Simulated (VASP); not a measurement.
**InF (zincblende type): electric field gradients with PBE**

Crystal: InF (zincblende type).

```
In F
1.0
     0.00000    2.94367    2.94367
     2.94367    0.00000    2.94367
     2.94367    2.94367    0.00000
In F
1 1
Direct
  0.00000 0.00000 0.00000
  0.25000 0.25000 0.25000
```

This cell differs from its parent crystal: volume scaled by 0.9405.

| Property | Result |
| --- | --- |
| Program | VASP 6.6.1 |
| Task | electric field gradients |
| Functional | PBE |
| Potentials or basis | VASP PAW PBE potentials, release 64 (In_d, F) |
| Cutoff | 520 eV |
| k mesh | 13 × 13 × 13 |
| Occupations | fermi-dirac, width 0.05 eV |
| Spin | no spin polarisation |
| Dipole correction | no |
| Further INCAR settings | ALGO = Normal; EDIFF = 1e-08; NBANDS = 17 |

```json
{"Pressure": "1.4 GPa", "Band gap on the k mesh": "1.66 eV, direct"}
```

Levels at points of the mesh, in eV from the valence-band top:
```csv
k point,band 7,band 8,band 9,band 10,band 11,band 12,band 13,band 14
"(0.00, 0.00, 0.00)",-4.07,-3.79,-3.79,-3.79,6.47,6.47,6.47,9.92
```

It took 120 s on 1 thread of AMD EPYC 7R43 64-Core Processor (Zen 3), with other jobs on the host, peak memory 0.18 GiB.

Caveat: without QUAD_EFG the Cq values of the log hold for a quadrupole moment of 1 mb, not for the nuclei; spin-orbit coupling is left out, which moves the levels of the heavy elements. A k mesh can miss the band edges.
